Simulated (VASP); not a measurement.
# PtSe2 (P-3m1) in VASP: a series of runs

PtSe2 is run at these levels: PBEsol; tasks: single point.

Program: VASP 6.6.1. These are calculated values, not measurements. Logs are shortened: lines on timing, memory, paths and dates and some standing lists are left out, and cuts for length are marked.

### Step 1. The cell of the first run

Symmetry: P-3m1, No. 164, trigonal system. Conventional cell: a = 3.761 Å, b = 3.761 Å, c = 4.863 Å, α = 90.00°, β = 90.00°, γ = 120.00°. Within 3.3 Å of Pt (site symmetry -3m) lie 6 Se at 2.51 Å. Within 3.4 Å of Se (site symmetry 3m) lie 3 Pt at 2.51 Å and 6 Se at 3.18 to 3.34 Å.

### Step 2. Single point, PBEsol

INCAR

```
SYSTEM = PtSe2
PREC     = Accurate       ! precision mode
ENCUT    = 520            ! plane-wave cutoff, eV
EDIFF    = 1E-6           ! SCF threshold, eV
ISMEAR   = 0              ! smearing method
SIGMA    = 0.1            ! smearing width, eV
LREAL    = .FALSE.        ! projectors in reciprocal space
LASPH    = .TRUE.         ! aspherical terms in the spheres
NELM     = 80             ! most SCF steps
ALGO     = Normal         ! electronic algorithm
ISIF     = 2              ! what is computed and relaxed
LWAVE    = .FALSE.        ! write WAVECAR
LCHARG   = .FALSE.        ! write CHGCAR
GGA      = PS             ! functional
ISYM     = 0            
NBANDS   = 18             ! bands
```

KPOINTS

```
regular mesh
0
G
  10 6 13
  0 0 0
```

POSCAR

```
PtSe2
1.0
    3.7607248988      0.0000000000      0.0000000000
   -1.8803624494      5.8531253207      0.0000000000
    1.8803624494     -1.8122435865      2.7061156676
Pt Se
1 2
Direct
    0.0000000000      0.0000000000      0.0000000000
    0.6666666667      0.2606754621      0.9273421288
    0.3333333333      0.7393245379      0.0726578712
```

Potentials or basis: VASP PAW PBE potentials, release 64 (Pt, Se).

On the command line:

```
$ cat potpaw_PBE.64/Pt/POTCAR potpaw_PBE.64/Se/POTCAR > POTCAR
$ mpirun -np 1 vasp_std > vasp.out
```

OUTCAR:

```text
SYSTEM = PtSe2
   PREC = Accurate
   ENCUT = 520
   EDIFF = 1E-6
   ISMEAR = 0
   LREAL = .FALSE.
   LASPH = .TRUE.
   NELM = 80
   ISIF = 2
   GGA = PS
   ISYM = 0

 ion  position               nearest neighbor table
   1  0.000  0.000  0.000-   2 2.51   3 2.51   2 2.51   3 2.51   2 2.51   3 2.51
   2  0.667  0.261  0.927-   1 2.51   1 2.51   1 2.51
   3  0.333  0.739  0.073-   1 2.51   1 2.51   1 2.51

IMPORTANT INFORMATION: All symmetrisations will be switched off!
NOSYMM: (Re-)initialisation of all symmetry stuff for point group C_1.

----------------------------------------------------------------------------------------

                                     Primitive cell

  volume of cell :      59.5670

  direct lattice vectors                    reciprocal lattice vectors
     3.760724899  0.000000000  0.000000000     0.265906182  0.085424448 -0.127559253
    -1.880362449  5.853125321  0.000000000     0.000000000  0.170848896  0.114414849
     1.880362449 -1.812243586  2.706115668     0.000000000  0.000000000  0.369533354

  length of vectors
     3.760724899  6.147750724  3.760724899     0.307042012  0.205621261  0.369533354

  position of ions in fractional coordinates (direct lattice)
     0.000000000  0.000000000  0.000000000
     0.666666667  0.260675462  0.927342129
     0.333333333  0.739324538  0.072657871

  ion indices of the primitive-cell ions
   primitive index   ion index
                 1           1
                 2           2
                 3           3

----------------------------------------------------------------------------------------

 KPOINTS: regular mesh

Automatic generation of k-mesh.
 Grid dimensions read from file:
 generate k-points for:   10    6   13

 Generating k-lattice:

  Cartesian coordinates                     Fractional coordinates (reciprocal lattice)
     0.026590618  0.008542445 -0.012755925     0.100000000  0.000000000  0.000000000
     0.000000000  0.028474816  0.019069142     0.000000000  0.166666667  0.000000000
     0.000000000  0.000000000  0.028425643     0.000000000  0.000000000  0.076923077

  Length of vectors
     0.030704201  0.034270210  0.028425643

  Shift w.r.t. Gamma in fractional coordinates (k-lattice)
     0.000000000  0.000000000  0.000000000

 -----------------------------------------------------------------------------
|                                                                             |
|           W    W    AA    RRRRR   N    N  II  N    N   GGGG   !!!           |
|           W    W   A  A   R    R  NN   N  II  NN   N  G    G  !!!           |
|           W    W  A    A  R    R  N N  N  II  N N  N  G       !!!           |
|           W WW W  AAAAAA  RRRRR   N  N N  II  N  N N  G  GGG   !            |
|           WW  WW  A    A  R   R   N   NN  II  N   NN  G    G                |
|           W    W  A    A  R    R  N    N  II  N    N   GGGG   !!!           |
|                                                                             |
|     Your reciprocal lattice and k-lattice belong to different lattice       |
|     classes:                                                                |
|                                                                             |
|        The reciprocal lattice is hexagonal,                                 |
|        whereas your k-lattice is triclinic.                                 |
|                                                                             |
|     Results are often still useful ...                                      |
|                                                                             |
 -----------------------------------------------------------------------------

 WARNING: IBZKPT: internal override: KBLOWUP is changed to .FALSE.
      ... skipping the blow-up phase ...

 Subroutine IBZKPT returns following result:
 ===========================================

 Found    392 irreducible k-points:

 Following reciprocal coordinates:
            Coordinates               Weight
  0.000000  0.000000  0.000000      1.000000
  0.100000 -0.000000  0.000000      2.000000
  0.200000 -0.000000  0.000000      2.000000
  0.300000 -0.000000  0.000000      2.000000
  0.400000  0.000000  0.000000      2.000000
  0.500000 -0.000000  0.000000      1.000000
[... 16 lines left out ...]
 -0.400000  0.333333 -0.000000      2.000000
 -0.300000  0.333333 -0.000000      2.000000
 [... further k-points ...]
   k-points           NKPTS =    392   k-points in BZ     NKDIM =    392   number of bands    NBANDS=     18
   number of dos      NEDOS =    301   number of ions     NIONS =      3
   total plane-waves  NPLWV =  37632
   dimension x,y,z NGX =    28 NGY =   48 NGZ =   28
   dimension x,y,z NGXF=    56 NGYF=   96 NGZF=   56
   ions per type =               1   2
   NGX,Y,Z   is equivalent  to a cutoff of  12.38, 12.98, 12.38 a.u.
   NGXF,Y,Z  is equivalent  to a cutoff of  24.76, 25.96, 24.76 a.u.
 SYSTEM =  PtSe2
   PREC   = accura    normal or accurate (medium, high low for compatibility)
   ISTART =      0    job   : 0-new  1-cont  2-samecut
   ICHARG =      2    charge: 1-file 2-atom 10-const
   ISPIN  =      1    spin polarized calculation?
   LNONCOLLINEAR =      F non collinear calculations
   LSORBIT =      F    spin-orbit coupling
   LASPH  =      T    aspherical Exc in radial PAW
   ENCUT  =  520.0 eV  38.22 Ry    6.18 a.u.   6.99 11.43  6.99*2*pi/ulx,y,z
   NELM   =     80;   NELMIN=  2; NELMDL= -5     # of ELM steps
   EDIFF  = 0.1E-05   stopping-criterion for ELM
   LREAL  =      F    real-space projection
   EDIFFG = 0.1E-04   stopping-criterion for IOM
   NSW    =      0    number of steps for IOM
   IBRION =     -1    ionic relax: 0-MD 1-quasi-New 2-CG
   NFREE  =      0    steps in history (QN), initial steepest desc. (CG)
   ISIF   =      2    stress and relaxation
   ISYM   =      0    0-nonsym 1-usesym 2-fastsym
   POTIM  = 0.5000    time-step for ionic-motion
   TEBEG  =    0.0;   TEEND  =   0.0 temperature during run
   PSTRESS=    0.0 pullay stress
   NELECT =      22.0000    total number of electrons
   NUPDOWN=      -1.0000    fix difference up-down
   EMIN   =  10.00;   EMAX   =-10.00  energy-range for DOS
   EFERMI =   0.00;   METHOD = LEGACY
   ISMEAR =     0;   SIGMA  =   0.10  broadening in eV -4-tet -1-fermi 0-gaus
   EFERMI_NEDOS =   21; number of points for ismear=-14 and -15
   IALGO  =     38    algorithm
   IMIX   =      4    mixing-type and parameters
     AMIX     =   0.40;   BMIX     =  1.00
     AMIX_MAG =   1.60;   BMIX_MAG =  1.00
  volume/ion in A,a.u.               =      19.86       133.99
  Fermi-wavevector in a.u.,A,eV,Ry     =   1.174574  2.219623 18.770933  1.379625
  Thomas-Fermi vector in A             =   2.310969
   LORBIT       =      0    0 simple, 1 ext, 2 COOP (PROOUT), +10 PAW based schemes
   GGA     = PS    functional components
   LHFCALC =     F    Hartree Fock is set to
   AEXX    =    0.0000 exact exchange contribution
   IVDW    =     0    specifies the selected vdW correction
   LEPSILON=     F    determine dielectric tensor
   LRPA    =     F    only Hartree local field effects (RPA)
 non-spin polarized calculation
 Gauss-broadening in eV      SIGMA  =   0.10
  energy-cutoff  :      520.00
  volume of cell :       59.57
 maximum number of plane-waves:      1625
   NGX = 13   NGY = 23   NGZ = 13

 number of electron      21.9999998 magnetization

 Free energy of the ion-electron system (eV)
  ---------------------------------------------------
  ext. energy  EPLUGINS =         0.00000000
  ---------------------------------------------------
  free energy    TOTEN  =       -15.90767110 eV

  energy without entropy =      -15.90315313  energy(sigma->0) =      -15.90541211

 E-fermi :   6.5544     XC(G=0): -10.9585

 val. band max:        6.5543101342   @ k =   0.3000   0.3333   0.0000
 cond. band min:       6.5611664912   @ k =   0.3000   0.3333   0.0769
 fundamental gap:      0.0068563569
 Fermi energy:         6.5544090891

 k-point     1 :       0.0000    0.0000    0.0000
  band No.  band energies     occupation
      1      -9.1537      2.00000
      2      -6.0776      2.00000
      3      -0.6166      2.00000
      4       0.2138      2.00000
      5       0.2151      2.00000
      6       2.7002      2.00000
[... 10 lines left out ...]
     17      13.7604      0.00000
     18      18.2123      0.00000

 k-point     2 :       0.1000   -0.0000    0.0000
  band No.  band energies     occupation
      1      -9.0441      2.00000
      2      -6.1398      2.00000
      3      -0.4817      2.00000
      4       0.2855      2.00000
      5       0.3169      2.00000
      6       2.5466      2.00000
[... 10 lines left out ...]
     17      14.0972      0.00000
     18      16.7279      0.00000

 k-point     3 :       0.2000   -0.0000    0.0000
  band No.  band energies     occupation
      1      -8.7303      2.00000
      2      -6.3068      2.00000
      3      -0.1058      2.00000
      4       0.4792      2.00000
      5       0.5993      2.00000
      6       1.9162      2.00000
[... 10 lines left out ...]
     17      14.7671      0.00000
     18      15.2298      0.00000

 k-point     4 :       0.3000   -0.0000    0.0000
  band No.  band energies     occupation
      1      -8.2615      2.00000
      2      -6.5412      2.00000
      3       0.2799      2.00000
      4       0.7216      2.00000
      5       0.7628      2.00000
      6       1.3268      2.00000
[... 10 lines left out ...]
     17      14.4843      0.00000
     18      14.8413      0.00000

 k-point     5 :       0.4000    0.0000    0.0000
  band No.  band energies     occupation
      1      -7.7300      2.00000
      2      -6.8273      2.00000
      3      -0.3216      2.00000
      4       0.8944      2.00000
      5       1.0979      2.00000
      6       1.9624      2.00000
[... 10 lines left out ...]
     17      13.9453      0.00000
     18      16.2322      0.00000

 k-point     6 :       0.5000   -0.0000    0.0000
  band No.  band energies     occupation
      1      -7.3360      2.00000
      2      -7.1105      2.00000
      3      -0.6543      2.00000
      4       0.9458      2.00000
      5       1.3525      2.00000
      6       2.6313      2.00000
[... 10 lines left out ...]
     17      13.7428      0.00000
     18      17.7512      0.00000

 k-point     7 :       0.0000    0.1667   -0.0000
  band No.  band energies     occupation
      1      -9.0254      2.00000
      2      -6.3994      2.00000
      3      -0.1800      2.00000
      4       0.2349      2.00000
      5       0.2362      2.00000
      6       2.6861      2.00000
[... 10 lines left out ...]
     17      13.6472      0.00000
     18      17.3920      0.00000

 k-point     8 :       0.1000    0.1667    0.0000
  band No.  band energies     occupation
      1      -8.9195      2.00000
      2      -6.4272      2.00000
      3      -0.2435      2.00000
      4       0.2732      2.00000
      5       0.5006      2.00000
      6       2.4699      2.00000
[... 10 lines left out ...]
     17      14.4464      0.00000
     18      15.6705      0.00000
[... 229 lines left out ...]
     17      15.3077      0.00000
     18      15.6932      0.00000

 k-point    20 :       0.3000    0.3333    0.0000
  band No.  band energies     occupation
      1      -7.9506      2.00000
      2      -6.9001      2.00000
      3      -0.4268      2.00000
      4       0.3747      2.00000
      5       0.5650      2.00000
      6       2.0946      2.00000
[... 10 lines left out ...]
     17      15.9762      0.00000
     18      16.9769      0.00000

 k-point    21 :       0.4000    0.3333   -0.0000
  band No.  band energies     occupation
      1      -7.6243      2.00000
      2      -6.8230      2.00000
      3      -0.8650      2.00000
      4       0.2836      2.00000
      5       0.6433      2.00000
      6       2.3705      2.00000
[... 10 lines left out ...]
     17      15.9244      0.00000
     18      17.0994      0.00000

 k-point    22 :       0.5000    0.3333    0.0000
  band No.  band energies     occupation
      1      -7.3856      2.00000
      2      -6.9339      2.00000
      3      -0.9641      2.00000
      4       0.6407      2.00000
      5       0.6959      2.00000
      6       1.9970      2.00000
[... 10 lines left out ...]
     17      15.9341      0.00000
     18      16.6390      0.00000

 k-point    23 :      -0.4000    0.3333   -0.0000
  band No.  band energies     occupation
      1      -7.3391      2.00000
      2      -7.1924      2.00000
      3      -0.5032      2.00000
      4       0.6347      2.00000
      5       0.7492      2.00000
      6       1.9251      2.00000
[... 10 lines left out ...]
     17      15.8391      0.00000
     18      16.1153      0.00000

 k-point    24 :      -0.3000    0.3333   -0.0000
  band No.  band energies     occupation
      1      -7.8164      2.00000
      2      -7.1132      2.00000
      3      -0.0742      2.00000
      4       0.6689      2.00000
      5       0.7307      2.00000
      6       2.0889      2.00000
[... 10 lines left out ...]
     17      15.0877      0.00000
     18      15.2029      0.00000

 [... further k-points ...]
[... 5 lines left out ...]
  --------------------------------------------------------------------------------------
  -------------------------------------------------------------------------------------
  Total        0.0498373      0.0220304      0.0145420      0.0188806     -0.0106240      0.0114736
  in kB        1.3404780      0.5925527      0.3911372      0.5078325     -0.2857550      0.3086064
  external PRESSURE =       0.7747226 kB  Pullay stress =       0.0000000 kB

 VOLUME and BASIS-vectors are now :
 -----------------------------------------------------------------------------
  energy-cutoff  :      520.00
  volume of cell :       59.57
      direct lattice vectors                 reciprocal lattice vectors
     3.760724899  0.000000000  0.000000000     0.265906182  0.085424448 -0.127559253
    -1.880362449  5.853125321  0.000000000     0.000000000  0.170848896  0.114414849
     1.880362449 -1.812243586  2.706115668     0.000000000  0.000000000  0.369533354

 POSITION                                       TOTAL-FORCE (eV/Angst)
 -----------------------------------------------------------------------------------
      0.00000      0.00000      0.00000         0.000001      0.000000     -0.000000
      3.76072     -0.15480      2.50950        -0.004230      0.007908      0.000879
     -0.00000      4.19569      0.19662         0.004230     -0.007908     -0.000879
 -----------------------------------------------------------------------------------
    total drift:                                0.000000      0.000001      0.000001

  FREE ENERGIE OF THE ION-ELECTRON SYSTEM (eV)
  ---------------------------------------------------
  free  energy   TOTEN  =       -15.9076710981 eV

  energy  without entropy=      -15.9031531282  energy(sigma->0) =      -15.90541211
```

It took 4.8 min on 1 thread of Intel Xeon Platinum 8259CL at 2.50GHz (Skylake/Cascade Lake), shared host; peak memory 0.52 GiB.

What came out:

- Free energy: -15.9077 eV
- Pressure: 0.1 GPa
- Largest force: 0.009 eV/Å
- Band gap on the k mesh: zero (bands 11 and 12 overlap by 0.87 eV)

Forces on the atoms (eV/Å):
```
Pt   0.000  0.000  0.000
Se  -0.004  0.008  0.001
Se   0.004 -0.008 -0.001
```

Stress tensor (GPa, compression positive):
```
 0.13  0.05  0.03
 0.05  0.06 -0.03
 0.03 -0.03  0.04
```

Levels at points of the mesh, in eV from the Fermi level:
```csv
k point,band 9,band 10,band 11,band 12,band 13,band 14
"(0.00, 0.00, 0.00)",-1.02,-1.02,0.75,1.20,1.20,3.27
"(0.50, 0.00, 0.00)",-3.37,-3.30,-2.93,0.54,2.50,4.92
"(0.00, 0.50, 0.00)",-1.68,-1.65,-1.64,2.36,2.36,4.87
"(0.50, 0.50, 0.00)",-3.12,-2.69,-1.14,0.73,1.47,4.78
```

Caveat: the PAW data sets were made with another functional, which shifts forces and pressure a little; spin-orbit coupling is left out, which moves the levels of the heavy elements.

### Step 3. Single point, PBEsol (18.66 Å³/atom)

This run uses another cell than the first one, of 18.66 Å³/atom.

INCAR

```
SYSTEM = PtSe2
ALGO     = Normal         ! electronic algorithm
EDIFF    = 1E-6           ! SCF threshold, eV
ENCUT    = 520            ! plane-wave cutoff, eV
GGA      = PS             ! functional
ISIF     = 2              ! what is computed and relaxed
ISMEAR   = 0              ! smearing method
LASPH    = .True.         ! aspherical terms in the spheres
LCHARG   = .False.        ! write CHGCAR
LREAL    = .False.        ! projectors in reciprocal space
LWAVE    = .False.        ! write WAVECAR
NBANDS   = 18             ! bands
NELM     = 100            ! most SCF steps
PREC     = Accurate       ! precision mode
SIGMA    = 0.1            ! smearing width, eV
```

KPOINTS

```
k-points
0
Gamma
  12 12 8
  0 0 0
```

POSCAR

```
PtSe2
1.0
    3.7377096896      0.0000000000      0.0000000000
   -1.8688548448      3.2369515432      0.0000000000
    0.0000000000      0.0000000000      4.6279838796
Pt Se
1 2
Direct
    0.0000000000      0.0000000000      0.0000000000
    0.3333333333      0.6666666667      0.2722806662
    0.6666666667      0.3333333333      0.7277193338
```

Potentials or basis: VASP PAW PBE potentials, release 64 (Pt, Se).

On the command line:

```
$ cat potpaw_PBE.64/Pt/POTCAR potpaw_PBE.64/Se/POTCAR > POTCAR
$ mpirun -np 1 vasp_std > vasp.out
```

Wall time 2.2 min (1 thread of Intel Xeon 8259CL, shared host); peak memory 0.27 GiB.

The run converged. Its results:

```
Free energy            : -15.8642 eV
Pressure               : 4.4 GPa
Largest force          : 0.011 eV/Å
Band gap on the k mesh : zero (bands 11 and 12 overlap by 0.97 eV)
```

Forces on the atoms (eV/Å):
```
Pt   0.000  0.000  0.000
Se   0.000  0.000  0.011
Se   0.000  0.000 -0.011
```

Levels at points of the mesh, in eV from the Fermi level:
```tsv
k point	band 8	band 9	band 10	band 11	band 12	band 13	band 14	band 15
(0.00, 0.00, 0.00)	-2.53	-1.05	-1.05	0.90	0.90	0.97	2.98	4.31
(0.50, 0.00, 0.00)	-3.68	-3.46	-3.40	-3.04	0.46	2.79	5.22	6.23
(0.00, 0.00, 0.50)	-3.03	-1.97	-1.97	-1.72	2.53	2.53	5.00	6.39
(0.50, 0.00, 0.50)	-3.48	-3.19	-2.65	-1.07	0.43	1.58	4.84	5.34
```

Caveat: the cell stands under pressure; the PAW data sets were made with another functional, which shifts forces and pressure a little; spin-orbit coupling is left out, which moves the levels of the heavy elements.

(Continued in part 2 of 2.)

The gap in the log of VASP goes by the Fermi energy; the results here count the filled bands.